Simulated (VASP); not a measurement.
# LiHfC3 (P6/mmm) in VASP: further runs

Runs on LiHfC3. Level: PBE. Tasks: single point, relaxation of cell and atoms.

Everything below comes from runs of VASP 6.6.1. Logs are shortened: lines on timing, memory, paths and dates and some standing lists are left out, and cuts for length are marked.

**1. The cell of the first run**

The structure is hexagonal, space group P6/mmm (No. 191). Conventional cell: a = 4.340 Å, b = 4.340 Å, c = 6.087 Å, α = 90.00°, β = 90.00°, γ = 120.00°. Li (site symmetry 6/mmm) has 2 Hf at 3.04 Å and 12 C at 3.74 Å within 4.0 Å. Within 2.9 Å of Hf (site symmetry 6/mmm) lie 6 C at 2.17 Å. Within 2.9 Å of C (site symmetry mmm) lie 4 C at 2.17 Å and 2 Hf at 2.17 Å.

The cell was generated, and may not be a known phase.

**2. Single point, PBE**

Input file INCAR:

```
ALGO = Normal
EDIFF = 1E-6
ENCUT = 520
GGA = PE
ISIF = 2
ISMEAR = 0
LASPH = True
LCHARG = True
LELF = True
LREAL = False
LVHAR = True
LWAVE = False
NBANDS = 20
NELM = 100
PREC = Accurate
SIGMA = 0.1
```

Input file KPOINTS:

```
k-points
0
Gamma
  12 12 6
```

Input file POSCAR:

```
LiHfC3
1.0
    4.3401009226      0.0000000000      0.0000000000
   -2.1700504613      3.7586376539      0.0000000000
    0.0000000000      0.0000000000      6.0866171656
Li Hf C
1 1 3
Direct
    0.0000000000      0.0000000000      0.5000000000
    0.0000000000      0.0000000000      0.0000000000
    0.5000000000      0.0000000000      0.0000000000
    0.0000000000      0.5000000000      0.0000000000
    0.5000000000      0.5000000000      0.0000000000
```

Potentials or basis: VASP PAW PBE potentials, release 64 (Li_sv, Hf_pv, C).

Command:

```
cat potpaw_PBE.64/Li_sv/POTCAR potpaw_PBE.64/Hf_pv/POTCAR potpaw_PBE.64/C/POTCAR > POTCAR
mpirun -np 1 vasp_std > vasp.out
```

OUTCAR:

```text
EDIFF = 1E-6
   ENCUT = 520
   GGA = PE
   ISIF = 2
   ISMEAR = 0
   LASPH = True
   LREAL = False
   NELM = 100
   PREC = Accurate

 ion  position               nearest neighbor table
   1  0.000  0.000  0.500-   2 3.04   2 3.04
   2  0.000  0.000  0.000-   4 2.17   5 2.17   4 2.17   5 2.17   3 2.17   3 2.17   1 3.04   1 3.04

   3  0.500  0.000  0.000-   2 2.17   2 2.17
   4  0.000  0.500  0.000-   2 2.17   2 2.17
   5  0.500  0.500  0.000-   2 2.17   2 2.17

  LATTYP: Found a hexagonal cell.
 ALAT       =     4.3401009226
 C/A-ratio  =     1.4024137397

  Lattice vectors:

 A1 = (   4.3401009226,   0.0000000000,   0.0000000000)
 A2 = (  -2.1700504613,   3.7586376539,   0.0000000000)
 A3 = (   0.0000000000,   0.0000000000,   6.0866171656)

Analysis of symmetry for initial positions (statically):
=====================================================================
 Subroutine PRICEL returns:
 Original cell was already a primitive cell.

 Routine SETGRP: Setting up the symmetry group for a
 hexagonal supercell.

 Subroutine GETGRP returns: Found 24 space group operations
 (whereof 24 operations were pure point group operations)
 out of a pool of 24 trial point group operations.

The static configuration has the point symmetry D_6h.

Analysis of symmetry for dynamics (positions and initial velocities):
=====================================================================
 Subroutine PRICEL returns:
 Original cell was already a primitive cell.

 Routine SETGRP: Setting up the symmetry group for a
 hexagonal supercell.

 Subroutine GETGRP returns: Found 24 space group operations
 (whereof 24 operations were pure point group operations)
 out of a pool of 24 trial point group operations.

The dynamic configuration has the point symmetry D_6h.

 Subroutine INISYM returns: Found 24 space group operations
 (whereof 24 operations are pure point group operations),
 and found     1 'primitive' translations

----------------------------------------------------------------------------------------

                                     Primitive cell

  volume of cell :      99.2902

[... 84 lines left out ...]
 SYSTEM =  unknown system
   PREC   = accura    normal or accurate (medium, high low for compatibility)
   ISTART =      0    job   : 0-new  1-cont  2-samecut
   ICHARG =      2    charge: 1-file 2-atom 10-const
   ISPIN  =      1    spin polarized calculation?
   LNONCOLLINEAR =      F non collinear calculations
   LSORBIT =      F    spin-orbit coupling
   LASPH  =      T    aspherical Exc in radial PAW
   ENCUT  =  520.0 eV  38.22 Ry    6.18 a.u.   8.07  8.07 11.32*2*pi/ulx,y,z
   NELM   =    100;   NELMIN=  2; NELMDL= -5     # of ELM steps
   EDIFF  = 0.1E-05   stopping-criterion for ELM
   LREAL  =      F    real-space projection
   EDIFFG = 0.1E-04   stopping-criterion for IOM
   NSW    =      0    number of steps for IOM
   IBRION =     -1    ionic relax: 0-MD 1-quasi-New 2-CG
   NFREE  =      0    steps in history (QN), initial steepest desc. (CG)
   ISIF   =      2    stress and relaxation
   ISYM   =      2    0-nonsym 1-usesym 2-fastsym
   POTIM  = 0.5000    time-step for ionic-motion
   TEBEG  =    0.0;   TEEND  =   0.0 temperature during run
   PSTRESS=    0.0 pullay stress
   NELECT =      25.0000    total number of electrons
   NUPDOWN=      -1.0000    fix difference up-down
   EMIN   =  10.00;   EMAX   =-10.00  energy-range for DOS
   EFERMI =   0.00;   METHOD = LEGACY
   ISMEAR =     0;   SIGMA  =   0.10  broadening in eV -4-tet -1-fermi 0-gaus
   EFERMI_NEDOS =   21; number of points for ismear=-14 and -15
   IALGO  =     38    algorithm
   IMIX   =      4    mixing-type and parameters
     AMIX     =   0.40;   BMIX     =  1.00
     AMIX_MAG =   1.60;   BMIX_MAG =  1.00
  volume/ion in A,a.u.               =      19.86       134.01
  Fermi-wavevector in a.u.,A,eV,Ry     =   1.033759  1.953522 14.539977  1.068658
  Thomas-Fermi vector in A             =   2.168022
   LORBIT       =      0    0 simple, 1 ext, 2 COOP (PROOUT), +10 PAW based schemes
   GGA     = PE    functional components
   LHFCALC =     F    Hartree Fock is set to
   AEXX    =    0.0000 exact exchange contribution
   IVDW    =     0    specifies the selected vdW correction
   LEPSILON=     F    determine dielectric tensor
   LRPA    =     F    only Hartree local field effects (RPA)
 non-spin polarized calculation
 Gauss-broadening in eV      SIGMA  =   0.10
  energy-cutoff  :      520.00
  volume of cell :       99.29
 maximum number of plane-waves:      2694
   NGX = 17   NGY = 17   NGZ = 23

 number of electron      25.0000008 magnetization

 Free energy of the ion-electron system (eV)
  ---------------------------------------------------
  ext. energy  EPLUGINS =         0.00000000
  ---------------------------------------------------
  free energy    TOTEN  =       -29.34716315 eV

  energy without entropy =      -29.32176806  energy(sigma->0) =      -29.33446561

 E-fermi :   1.2498     XC(G=0):  -8.0314

 val. band max:        1.2443076081   @ k =   0.2500   0.1667   0.3333
 cond. band min:       1.2557699276   @ k =   0.3333  -0.0000   0.3333
 fundamental gap:      0.0114623195
 Fermi energy:         1.2498297556

 k-point     1 :       0.0000    0.0000    0.0000
  band No.  band energies     occupation
      1     -46.6157      2.00000
      2     -28.6184      2.00000
      3     -28.4901      2.00000
      4     -28.4901      2.00000
      5     -12.2795      2.00000
      6      -6.5104      2.00000
[... 541 lines left out ...]
     19       5.6889      0.00000
     20       6.6322      0.00000

 [... further k-points ...]
[... 5 lines left out ...]
  --------------------------------------------------------------------------------------
  -------------------------------------------------------------------------------------
  Total        0.3561969      0.3561969      0.0144249      0.0000000      0.0000000     -0.0000000
  in kB        5.7477044      5.7477044      0.2327653      0.0000000      0.0000000     -0.0000000
  external PRESSURE =       3.9093914 kB  Pullay stress =       0.0000000 kB

 VOLUME and BASIS-vectors are now :
 -----------------------------------------------------------------------------
  energy-cutoff  :      520.00
  volume of cell :       99.29
      direct lattice vectors                 reciprocal lattice vectors
     4.340100923  0.000000000  0.000000000     0.230409389  0.133026923  0.000000000
    -2.170050461  3.758637654  0.000000000     0.000000000  0.266053845  0.000000000
     0.000000000  0.000000000  6.086617166     0.000000000  0.000000000  0.164294874

 POSITION                                       TOTAL-FORCE (eV/Angst)
 -----------------------------------------------------------------------------------
      0.00000      0.00000      3.04331         0.000000      0.000000      0.000000
      0.00000      0.00000      0.00000         0.000000      0.000000      0.000000
      2.17005      0.00000      0.00000        -0.000000      0.000000      0.000000
     -1.08503      1.87932      0.00000        -0.000000      0.000000      0.000000
      1.08503      1.87932      0.00000        -0.000000      0.000000      0.000000
 -----------------------------------------------------------------------------------
    total drift:                                0.000000      0.000000     -0.000000

  FREE ENERGIE OF THE ION-ELECTRON SYSTEM (eV)
  ---------------------------------------------------
  free  energy   TOTEN  =       -29.3471631549 eV

  energy  without entropy=      -29.3217680604  energy(sigma->0) =      -29.33446561
```

OSZICAR:

```text
N       E                     dE             d eps       ncg     rms          rms(c)
DAV:   1     0.108528429091E+03    0.10853E+03   -0.11747E+04  3112   0.111E+03
DAV:   2    -0.208296949794E+02   -0.12936E+03   -0.12497E+03  4104   0.255E+02
DAV:   3    -0.326798262957E+02   -0.11850E+02   -0.11623E+02  5180   0.568E+01
DAV:   4    -0.332515747585E+02   -0.57175E+00   -0.55883E+00  4776   0.105E+01
DAV:   5    -0.333256210115E+02   -0.74046E-01   -0.74009E-01  4604   0.215E+00    0.721E+01
DAV:   6    -0.295688144676E+02    0.37568E+01   -0.18072E+01  3636   0.136E+01    0.453E+01
DAV:   7    -0.297743368844E+02   -0.20552E+00   -0.56822E+00  3532   0.790E+00    0.130E+01
DAV:   8    -0.293642036703E+02    0.41013E+00   -0.32253E+00  3820   0.454E+00    0.171E+00
DAV:   9    -0.293457032353E+02    0.18500E-01   -0.15144E-01  3428   0.143E+00    0.138E+00
DAV:  10    -0.293465707261E+02   -0.86749E-03   -0.57577E-03  4000   0.354E-01    0.404E-01
DAV:  11    -0.293472773619E+02   -0.70664E-03   -0.11437E-03  4712   0.134E-01    0.392E-01
DAV:  12    -0.293471397136E+02    0.13765E-03   -0.74847E-04  3732   0.783E-02    0.492E-02
DAV:  13    -0.293471644103E+02   -0.24697E-04   -0.67851E-05  3808   0.353E-02    0.232E-02
DAV:  14    -0.293471634386E+02    0.97173E-06   -0.15979E-05  3900   0.142E-02    0.153E-02
DAV:  15    -0.293471631549E+02    0.28366E-06   -0.16650E-06  3128   0.667E-03
   1 F= -.29347163E+02 E0= -.29334466E+02  d E =-.253951E-01
```

It took 70 s on 1 thread of Intel Xeon 6975P-C (Granite Rapids), shared host; peak memory 0.31 GiB.

What came out:

- Free energy: -29.3472 eV
- Band gap on the k mesh: zero (an odd number of electrons rules out a gap without spin polarisation)

Levels at points of the mesh, in eV from the Fermi level:
| k point | band 8 | band 9 | band 10 | band 11 | band 12 | band 13 | band 14 | band 15 | band 16 | band 17 |
| --- | --- | --- | --- | --- | --- | --- | --- | --- | --- | --- |
| (0.00, 0.00, 0.00) | -5.56 | -3.52 | -2.17 | -2.17 | -1.29 | 1.34 | 1.34 | 2.30 | 2.30 | 3.88 |
| (0.50, 0.00, 0.00) | -5.64 | -3.24 | -3.02 | -1.05 | -0.26 | -0.01 | 0.93 | 1.05 | 1.63 | 1.98 |
| (0.00, 0.00, 0.50) | -5.56 | -3.79 | -2.16 | -2.16 | -0.19 | 1.17 | 1.31 | 1.31 | 2.13 | 2.13 |
| (0.50, 0.00, 0.50) | -5.64 | -3.40 | -3.02 | -1.26 | -0.36 | 0.34 | 0.94 | 1.06 | 1.76 | 2.72 |

Caveat: the cutoff is under 1.25 times the usual one of these potentials, so pressure, stress and relaxed cells hold a basis-set (Pulay) error; spin-orbit coupling is left out, which moves the levels of the heavy elements.

**3. Relaxation of cell and atoms, PBE**

This run uses another cell than the first one, of 19.93 Å³/atom.

Input file INCAR:

```
SYSTEM = LiHfC3
ALGO     = Normal         ! electronic algorithm
EDIFF    = 1E-6           ! SCF threshold, eV
EDIFFG   = -0.01          ! ionic threshold
ENCUT    = 600            ! plane-wave cutoff, eV
GGA      = PE             ! functional
IBRION   = 2              ! ionic algorithm
ISIF     = 3              ! what is computed and relaxed
ISMEAR   = 0              ! smearing method
LASPH    = .True.         ! aspherical terms in the spheres
LCHARG   = .False.        ! write CHGCAR
LREAL    = .False.        ! projectors in reciprocal space
LWAVE    = .False.        ! write WAVECAR
NELM     = 100            ! most SCF steps
NSW      = 100            ! ionic steps
PREC     = Accurate       ! precision mode
SIGMA    = 0.1            ! smearing width, eV
```

Input file KPOINTS:

```
k-points
0
Gamma
  12 12 6
  0 0 0
```

POSCAR, as its differences from that of step 2:

```diff
@@ -2,5 +2,5 @@
 1.0
-    4.3401009226      0.0000000000      0.0000000000
-   -2.1700504613      3.7586376539      0.0000000000
-    0.0000000000      0.0000000000      6.0866171656
+    4.3498186597      0.0000000000      0.0000000000
+   -2.1749093299      3.7670534612      0.0000000000
+    0.0000000000      0.0000000000      6.0801115116
 Li Hf C
```

Potentials or basis: VASP PAW PBE potentials, release 64 (Li_sv, Hf_pv, C).

Command:

```
cat potpaw_PBE.64/Li_sv/POTCAR potpaw_PBE.64/Hf_pv/POTCAR potpaw_PBE.64/C/POTCAR > POTCAR
mpirun -np 1 vasp_std > vasp.out
```

Wall time 94 s (1 thread of Intel Xeon 6975P-C (Granite Rapids), shared host); peak memory 0.36 GiB.

The run converged. Its results:

```
Free energy                           : -29.3486 eV
Relaxed volume                        : 19.91 Å³/atom
Relaxed cell                          : a = 4.347 Å, b = 4.347 Å, c = 6.081 Å, α = 90.00°, β = 90.00°, γ = 120.00°
Space group after relaxing (to 0.1 Å) : P6/mmm (No. 191)
Energy gained by relaxing             : 0.0 meV/atom
Ionic steps                           : 2
Pressure after relaxing               : 0.0 GPa
Band gap on the k mesh                : zero (an odd number of electrons rules out a gap without spin polarisation)
```

Final structure:
```
Li Hf C
1.0
     4.34745    0.00000    0.00000
    -2.17373    3.76501    0.00000
     0.00000    0.00000    6.08094
Li Hf C
1 1 3
Direct
  0.00000 0.00000 0.50000
  0.00000 0.00000 0.00000
  0.50000 0.00000 0.00000
  0.00000 0.50000 0.00000
  0.50000 0.50000 0.00000
```

Levels at points of the mesh, in eV from the Fermi level:
```csv
k point,band 9,band 10,band 11,band 12,band 13,band 14,band 15,band 16
"(0.00, 0.00, 0.00)",-3.49,-2.17,-2.17,-1.28,1.34,1.34,2.29,2.29
"(0.50, 0.00, 0.00)",-3.22,-3.00,-1.04,-0.25,-0.02,0.93,1.04,1.64
"(0.00, 0.00, 0.50)",-3.78,-2.16,-2.16,-0.18,1.19,1.30,1.30,2.12
"(0.50, 0.00, 0.50)",-3.37,-3.00,-1.25,-0.35,0.34,0.93,1.04,1.75
```

Caveat: the cutoff is under 1.25 times the usual one of these potentials, so pressure, stress and relaxed cells hold a basis-set (Pulay) error; spin-orbit coupling is left out, which moves the levels of the heavy elements.

**4. Single point, PBE**

This run uses another cell than the first one, of 13.42 Å³/atom.

Input file INCAR:

```
SYSTEM = LiHfC3
ALGO     = Normal         ! electronic algorithm
EDIFF    = 1E-6           ! SCF threshold, eV
ENCUT    = 520            ! plane-wave cutoff, eV
GGA      = PE             ! functional
ISIF     = 2              ! what is computed and relaxed
ISMEAR   = 0              ! smearing method
LASPH    = .TRUE.         ! aspherical terms in the spheres
LCHARG   = .TRUE.         ! write CHGCAR
LELF     = .TRUE.         ! ELF
LREAL    = .FALSE.        ! projectors in reciprocal space
LVHAR    = .TRUE.       
LWAVE    = .FALSE.        ! write WAVECAR
NBANDS   = 20             ! bands
NELM     = 100            ! most SCF steps
PREC     = Accurate       ! precision mode
SIGMA    = 0.1            ! smearing width, eV
```

Input file KPOINTS:

```
k-points
0
G
  6 6 4
  0 0 0
```

POSCAR, as its differences from that of step 3:

```diff
@@ -2,5 +2,5 @@
 1.0
-    4.3498186597      0.0000000000      0.0000000000
-   -2.1749093299      3.7670534612      0.0000000000
-    0.0000000000      0.0000000000      6.0801115116
+    3.8150008700      0.0000000000      0.0000000000
+   -1.9075004400      3.3038876700      0.0000000000
+    0.0000000000      0.0000000000      5.3221430000
 Li Hf C
```

Command:

```
cat potpaw_PBE.64/Li_sv/POTCAR potpaw_PBE.64/Hf_pv/POTCAR potpaw_PBE.64/C/POTCAR > POTCAR
mpirun -np 1 vasp_std > vasp.out
```

Run time: 13 s. Hardware: 1 thread of Intel Xeon 6975P-C (Granite Rapids), shared host; peak memory 0.19 GiB.

Results (log left out):

```
Free energy            : -24.9740 eV
Band gap on the k mesh : zero (an odd number of electrons rules out a gap without spin polarisation)
```

Levels at points of the mesh, in eV from the Fermi level:
```tsv
k point	band 10	band 11	band 12	band 13	band 14	band 15
(0.00, 0.00, 0.00)	-1.92	-1.13	-1.13	1.43	1.43	2.53
(0.50, 0.00, 0.00)	-4.72	-1.84	-0.98	0.06	1.35	1.83
(0.00, 0.00, 0.50)	-1.12	-1.12	-0.48	1.36	1.36	1.39
(0.50, 0.00, 0.50)	-4.72	-2.10	-1.14	0.36	1.84	2.42
```

Caveat: the cutoff is under 1.25 times the usual one of these potentials, so pressure, stress and relaxed cells hold a basis-set (Pulay) error; spin-orbit coupling is left out, which moves the levels of the heavy elements.

**5. Overview**

```tsv
task	cell	k mesh	cutoff (eV)	gap on the mesh (eV)
single point	a = 4.340, b = 4.340, c = 6.087 Å, angles 90.0, 90.0, 120.0°, 5 atoms	12 × 12 × 6	520	none
relaxation of cell and atoms	relaxed from a = 4.350, b = 4.350, c = 6.080 Å, angles 90.0, 90.0, 120.0°, 5 atoms	12 × 12 × 6	600	none
single point	a = 3.815, b = 3.815, c = 5.322 Å, angles 90.0, 90.0, 120.0°, 5 atoms	6 × 6 × 4	520	none
```

Alike in all rows: level PBE; potentials or basis VASP PAW PBE potentials, release 64 (Li_sv, Hf_pv, C); no spin polarisation; smearing gaussian 0.1 eV.

Caveats: the cutoff is under 1.25 times the usual one of these potentials, so pressure, stress and relaxed cells hold a basis-set (Pulay) error; spin-orbit coupling is left out, which moves the levels of the heavy elements.

Absolute energies hang on the potentials; compare differences alone.
